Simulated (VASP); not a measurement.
# W (Cmcm) in VASP: notebook

Runs on W. Level: PBEsol. Tasks: single point.

All numbers are computed with VASP 6.6.1; they aren't measurements. Logs are shortened: lines on timing, memory, paths and dates and some standing lists are left out, and cuts for length are marked.

### Step 1. The cell of the first run

Symmetry: Cmcm, No. 63, orthorhombic system. The conventional cell has a = 3.998 Å, b = 3.998 Å, c = 3.998 Å, α = 90.00°, β = 90.00°, γ = 90.00°. W (site symmetry m2m) has 12 W at 2.76 to 2.89 Å within 3.6 Å.

### Step 2. Single point, PBEsol (atoms displaced along a vibrational mode)

INCAR reads:

```
SYSTEM = W
PREC = Accurate ; ENCUT = 520
EDIFF = 1E-6 ; ISMEAR = 0
SIGMA = 0.15 ; LREAL = .FALSE.
LASPH = .TRUE. ; NELM = 80
ALGO = Fast ; ISIF = 2
LWAVE = .FALSE. ; LCHARG = .TRUE.
GGA = PS ; LELF = .TRUE.
LVHAR = .TRUE. ; NBANDS = 21
```

KPOINTS reads:

```
Automatic mesh
0
G
  22 22 16
  0 0 0
```

POSCAR reads:

```
W
1.0
    0.0000000000     -1.9989957669     -1.9989957669
    0.0000000000      1.9989957669     -1.9989957669
    3.9979915338      0.0000000000      0.0000000000
W
2
Direct
    0.4887443484      0.4887443484      0.5000000000
    0.0112556516      0.0112556516      0.0000000000
```

Potentials or basis: VASP PAW PBE potentials, release 64 (W_sv).

Started as:

```console
$ cat potpaw_PBE.64/W_sv/POTCAR > POTCAR
$ mpirun -np 1 vasp_std > vasp.out
```

OUTCAR:

```text
SYSTEM = W
   PREC = Accurate
   ENCUT = 520
   EDIFF = 1E-6
   ISMEAR = 0
   LREAL = .FALSE.
   LASPH = .TRUE.
   NELM = 80
   ISIF = 2
   GGA = PS

 ion  position               nearest neighbor table
   1  0.489  0.489  0.500-   2 2.76   2 2.76   2 2.83   2 2.83   2 2.83   2 2.83   2 2.89   2 2.89

   2  0.011  0.011  0.000-   1 2.76   1 2.76   1 2.83   1 2.83   1 2.83   1 2.83   1 2.89   1 2.89

  LATTYP: Found a simple tetragonal cell.
 ALAT       =     2.8270069247
 C/A-ratio  =     1.4142135624

  Lattice vectors:

 A1 = (   0.0000000000,  -1.9989957669,  -1.9989957669)
 A2 = (   0.0000000000,   1.9989957669,  -1.9989957669)
 A3 = (   3.9979915338,   0.0000000000,   0.0000000000)

Analysis of symmetry for initial positions (statically):
=====================================================================
 Subroutine PRICEL returns:
 Original cell was already a primitive cell.

 Routine SETGRP: Setting up the symmetry group for a
 simple tetragonal supercell.

 Subroutine GETGRP returns: Found  8 space group operations
 (whereof  4 operations were pure point group operations)
 out of a pool of 16 trial point group operations.

The static configuration has the point symmetry C_2v.
 The point group associated with its full space group is D_2h.

Analysis of symmetry for dynamics (positions and initial velocities):
=====================================================================
 Subroutine PRICEL returns:
 Original cell was already a primitive cell.

 Routine SETGRP: Setting up the symmetry group for a
 simple tetragonal supercell.

 Subroutine GETGRP returns: Found  8 space group operations
 (whereof  4 operations were pure point group operations)
 out of a pool of 16 trial point group operations.

The dynamic configuration has the point symmetry C_2v.
 The point group associated with its full space group is D_2h.

 Subroutine INISYM returns: Found  8 space group operations
 (whereof  4 operations are pure point group operations),
 and found     1 'primitive' translations

----------------------------------------------------------------------------------------

                                     Primitive cell

  volume of cell :      31.9518

  direct lattice vectors                    reciprocal lattice vectors
     0.000000000 -1.998995767 -1.998995767     0.000000000 -0.250125592 -0.250125592
     0.000000000  1.998995767 -1.998995767     0.000000000  0.250125592 -0.250125592
     3.997991534  0.000000000  0.000000000     0.250125592  0.000000000  0.000000000

  length of vectors
     2.827006925  2.827006925  3.997991534     0.353731005  0.353731005  0.250125592

  position of ions in fractional coordinates (direct lattice)
     0.488744348  0.488744348  0.500000000
     0.011255652  0.011255652  0.000000000

  ion indices of the primitive-cell ions
   primitive index   ion index
                 1           1
                 2           2

----------------------------------------------------------------------------------------

 KPOINTS: Automatic mesh

Automatic generation of k-mesh.
 Grid dimensions read from file:
 generate k-points for:   22   22   16

 Generating k-lattice:

  Cartesian coordinates                     Fractional coordinates (reciprocal lattice)
     0.000000000 -0.011369345 -0.011369345     0.045454545  0.000000000  0.000000000
     0.000000000  0.011369345 -0.011369345     0.000000000  0.045454545  0.000000000
     0.015632850  0.000000000  0.000000000     0.000000000  0.000000000  0.062500000

  Length of vectors
     0.016078682  0.016078682  0.015632850

  Shift w.r.t. Gamma in fractional coordinates (k-lattice)
     0.000000000  0.000000000  0.000000000

 Subroutine IBZKPT returns following result:
 ===========================================

 Found   1197 irreducible k-points:

 Following reciprocal coordinates:
            Coordinates               Weight
  0.000000  0.000000  0.000000      1.000000
  0.045455  0.000000  0.000000      4.000000
  0.090909  0.000000  0.000000      4.000000
  0.136364  0.000000  0.000000      4.000000
  0.181818  0.000000  0.000000      4.000000
  0.227273  0.000000  0.000000      4.000000
[... 16 lines left out ...]
  0.272727  0.045455  0.000000      4.000000
 -0.045455  0.272727  0.000000      4.000000
 [... further k-points ...]
   k-points           NKPTS =   1197   k-points in BZ     NKDIM =   1197   number of bands    NBANDS=     21
   number of dos      NEDOS =    301   number of ions     NIONS =      2
   total plane-waves  NPLWV =  17280
   dimension x,y,z NGX =    24 NGY =   24 NGZ =   30
   dimension x,y,z NGXF=    48 NGYF=   48 NGZF=   60
   ions per type =               2
   NGX,Y,Z   is equivalent  to a cutoff of  14.11, 14.11, 12.47 a.u.
   NGXF,Y,Z  is equivalent  to a cutoff of  28.23, 28.23, 24.95 a.u.
 SYSTEM =  W
   PREC   = accura    normal or accurate (medium, high low for compatibility)
   ISTART =      0    job   : 0-new  1-cont  2-samecut
   ICHARG =      2    charge: 1-file 2-atom 10-const
   ISPIN  =      1    spin polarized calculation?
   LNONCOLLINEAR =      F non collinear calculations
   LSORBIT =      F    spin-orbit coupling
   LASPH  =      T    aspherical Exc in radial PAW
   ENCUT  =  520.0 eV  38.22 Ry    6.18 a.u.   5.26  5.26  7.43*2*pi/ulx,y,z
   NELM   =     80;   NELMIN=  2; NELMDL= -5     # of ELM steps
   EDIFF  = 0.1E-05   stopping-criterion for ELM
   LREAL  =      F    real-space projection
   EDIFFG = 0.1E-04   stopping-criterion for IOM
   NSW    =      0    number of steps for IOM
   IBRION =     -1    ionic relax: 0-MD 1-quasi-New 2-CG
   NFREE  =      0    steps in history (QN), initial steepest desc. (CG)
   ISIF   =      2    stress and relaxation
   ISYM   =      2    0-nonsym 1-usesym 2-fastsym
   POTIM  = 0.5000    time-step for ionic-motion
   TEBEG  =    0.0;   TEEND  =   0.0 temperature during run
   PSTRESS=    0.0 pullay stress
   NELECT =      28.0000    total number of electrons
   NUPDOWN=      -1.0000    fix difference up-down
   EMIN   =  10.00;   EMAX   =-10.00  energy-range for DOS
   EFERMI =   0.00;   METHOD = LEGACY
   ISMEAR =     0;   SIGMA  =   0.15  broadening in eV -4-tet -1-fermi 0-gaus
   EFERMI_NEDOS =   21; number of points for ismear=-14 and -15
   IALGO  =     68    algorithm
   IMIX   =      4    mixing-type and parameters
     AMIX     =   0.40;   BMIX     =  1.00
     AMIX_MAG =   1.60;   BMIX_MAG =  1.00
  volume/ion in A,a.u.               =      15.98       107.81
  Fermi-wavevector in a.u.,A,eV,Ry     =   1.566615  2.960473 33.392545  2.454283
  Thomas-Fermi vector in A             =   2.668917
   LORBIT       =      0    0 simple, 1 ext, 2 COOP (PROOUT), +10 PAW based schemes
   GGA     = PS    functional components
   LHFCALC =     F    Hartree Fock is set to
   AEXX    =    0.0000 exact exchange contribution
   IVDW    =     0    specifies the selected vdW correction
   LEPSILON=     F    determine dielectric tensor
   LRPA    =     F    only Hartree local field effects (RPA)
 non-spin polarized calculation
 RMM-DIIS sequential band-by-band and
 Gauss-broadening in eV      SIGMA  =   0.15
  energy-cutoff  :      520.00
  volume of cell :       31.95
 maximum number of plane-waves:       888
 NGX is ok and might be reduce to    24
   NGX = 11   NGY = 11   NGZ = 15

 number of electron      27.9999998 magnetization

 Free energy of the ion-electron system (eV)
  ---------------------------------------------------
  ext. energy  EPLUGINS =         0.00000000
  ---------------------------------------------------
  free energy    TOTEN  =       -26.61772332 eV

  energy without entropy =      -26.59027630  energy(sigma->0) =      -26.60399981

 E-fermi :  10.6871     XC(G=0): -13.7045

 val. band max:       10.6863710052   @ k =  -0.1364   0.2273   0.1250
 cond. band min:      10.6871076518   @ k =  -0.0455   0.3182   0.1875
 fundamental gap:      0.0007366466
 Fermi energy:        10.6870885594

 k-point     1 :       0.0000    0.0000    0.0000
  band No.  band energies     occupation
      1     -62.8828      2.00000
      2     -62.7201      2.00000
      3     -27.6607      2.00000
      4     -26.9311      2.00000
      5     -26.9278      2.00000
      6     -26.4793      2.00000
[... 13 lines left out ...]
     20      16.7103      0.00000
     21      22.7182      0.00000

 k-point     2 :       0.0455    0.0000    0.0000
  band No.  band energies     occupation
      1     -62.8812      2.00000
      2     -62.7201      2.00000
      3     -27.6537      2.00000
      4     -26.9417      2.00000
      5     -26.9259      2.00000
      6     -26.4930      2.00000
[... 13 lines left out ...]
     20      17.0028      0.00000
     21      22.2649      0.00000

 k-point     3 :       0.0909    0.0000    0.0000
  band No.  band energies     occupation
      1     -62.8765      2.00000
      2     -62.7201      2.00000
      3     -27.6330      2.00000
      4     -26.9763      2.00000
      5     -26.9162      2.00000
      6     -26.5420      2.00000
[... 13 lines left out ...]
     20      17.7767      0.00000
     21      21.4182      0.00000

 k-point     4 :       0.1364    0.0000    0.0000
  band No.  band energies     occupation
      1     -62.8688      2.00000
      2     -62.7202      2.00000
      3     -27.5991      2.00000
      4     -27.0302      2.00000
      5     -26.9003      2.00000
      6     -26.6201      2.00000
[... 13 lines left out ...]
     20      18.7367      0.00000
     21      20.5107      0.00000

 k-point     5 :       0.1818    0.0000    0.0000
  band No.  band energies     occupation
      1     -62.8586      2.00000
      2     -62.7208      2.00000
      3     -27.5530      2.00000
      4     -27.0978      2.00000
      5     -26.8795      2.00000
      6     -26.7197      2.00000
[... 13 lines left out ...]
     20      19.6492      0.00000
     21      19.7834      0.00000

 k-point     6 :       0.2273    0.0000    0.0000
  band No.  band energies     occupation
      1     -62.8464      2.00000
      2     -62.7221      2.00000
      3     -27.4960      2.00000
      4     -27.1723      2.00000
      5     -26.8654      2.00000
      6     -26.8223      2.00000
[... 13 lines left out ...]
     20      18.9043      0.00000
     21      20.8790      0.00000

 k-point     7 :       0.2727    0.0000    0.0000
  band No.  band energies     occupation
      1     -62.8327      2.00000
      2     -62.7243      2.00000
      3     -27.4297      2.00000
      4     -27.2464      2.00000
      5     -26.9616      2.00000
      6     -26.8167      2.00000
[... 13 lines left out ...]
     20      18.3394      0.00000
     21      22.0037      0.00000
[... 291 lines left out ...]
      1     -62.8571      2.00000
      2     -62.7207      2.00000
      3     -27.5468      2.00000
      4     -27.0982      2.00000
      5     -26.8870      2.00000
      6     -26.7271      2.00000
[... 13 lines left out ...]
     20      19.8004      0.00000
     21      19.8341      0.00000

 k-point    21 :       0.2273    0.0455    0.0000
  band No.  band energies     occupation
      1     -62.8449      2.00000
      2     -62.7219      2.00000
      3     -27.4901      2.00000
      4     -27.1724      2.00000
      5     -26.8777      2.00000
      6     -26.8228      2.00000
[... 13 lines left out ...]
     20      19.0825      0.00000
     21      20.8840      0.00000

 k-point    22 :      -0.0455    0.2273    0.0000
  band No.  band energies     occupation
      1     -62.8450      2.00000
      2     -62.7219      2.00000
      3     -27.4903      2.00000
      4     -27.1727      2.00000
      5     -26.8684      2.00000
      6     -26.8335      2.00000
[... 13 lines left out ...]
     20      19.0804      0.00000
     21      20.8753      0.00000

 k-point    23 :       0.2727    0.0455    0.0000
  band No.  band energies     occupation
      1     -62.8313      2.00000
      2     -62.7240      2.00000
      3     -27.4243      2.00000
      4     -27.2467      2.00000
      5     -26.9671      2.00000
      6     -26.8237      2.00000
[... 13 lines left out ...]
     20      18.4986      0.00000
     21      21.9863      0.00000

 k-point    24 :      -0.0455    0.2727    0.0000
  band No.  band energies     occupation
      1     -62.8314      2.00000
      2     -62.7240      2.00000
      3     -27.4245      2.00000
      4     -27.2469      2.00000
      5     -26.9651      2.00000
      6     -26.8269      2.00000
[... 13 lines left out ...]
     20      18.4947      0.00000
     21      21.9825      0.00000

 [... further k-points ...]

------------------------ aborting loop because EDIFF is reached ----------------------------------------

  FORCE on cell =-STRESS in cart. coord.  units (eV):
  Direction    XX          YY          ZZ          XY          YZ          ZX
  --------------------------------------------------------------------------------------
  -------------------------------------------------------------------------------------
  Total        0.3276745      0.2982910      0.0465039      0.0000000      0.0000000      0.0000000
  in kB       16.4307591     14.9573641      2.3318712      0.0000000      0.0000000      0.0000000
  external PRESSURE =      11.2399981 kB  Pullay stress =       0.0000000 kB

 VOLUME and BASIS-vectors are now :
 -----------------------------------------------------------------------------
  energy-cutoff  :      520.00
  volume of cell :       31.95
      direct lattice vectors                 reciprocal lattice vectors
     0.000000000 -1.998995767 -1.998995767     0.000000000 -0.250125592 -0.250125592
     0.000000000  1.998995767 -1.998995767     0.000000000  0.250125592 -0.250125592
     3.997991534  0.000000000  0.000000000     0.250125592  0.000000000  0.000000000

 POSITION                                       TOTAL-FORCE (eV/Angst)
 -----------------------------------------------------------------------------------
      1.99900      0.00000     -1.95400         0.000000      0.000000     -0.334960
      0.00000      0.00000     -0.04500         0.000000      0.000000      0.334960
 -----------------------------------------------------------------------------------
    total drift:                                0.000000      0.000000     -0.000000

  FREE ENERGIE OF THE ION-ELECTRON SYSTEM (eV)
  ---------------------------------------------------
  free  energy   TOTEN  =       -26.6177233202 eV

  energy  without entropy=      -26.5902763049  energy(sigma->0) =      -26.60399981
```

Run time: 6.9 min. Hardware: 1 thread of Intel Xeon Platinum 8488C (Sapphire Rapids), shared host; peak memory 0.67 GiB.

Results:

* Free energy: -26.6177 eV
* Pressure: 1.1 GPa
* Largest force: 0.335 eV/Å
* Band gap on the k mesh: zero (bands 14 and 15 overlap by 3.65 eV)

Forces in eV/Å, atoms in the order of the input:
```
W    0.000  0.000 -0.335
W    0.000  0.000  0.335
```

Stress tensor (GPa, compression positive):
```
1.64 0.00 0.00
0.00 1.50 0.00
0.00 0.00 0.23
```

Caveat: the cell differs from its parent crystal (atoms displaced along a vibrational mode); the PAW data sets were made with another functional, which shifts forces and pressure a little; spin-orbit coupling is left out, which moves the levels of the heavy elements.

[end of part 1 of 2]
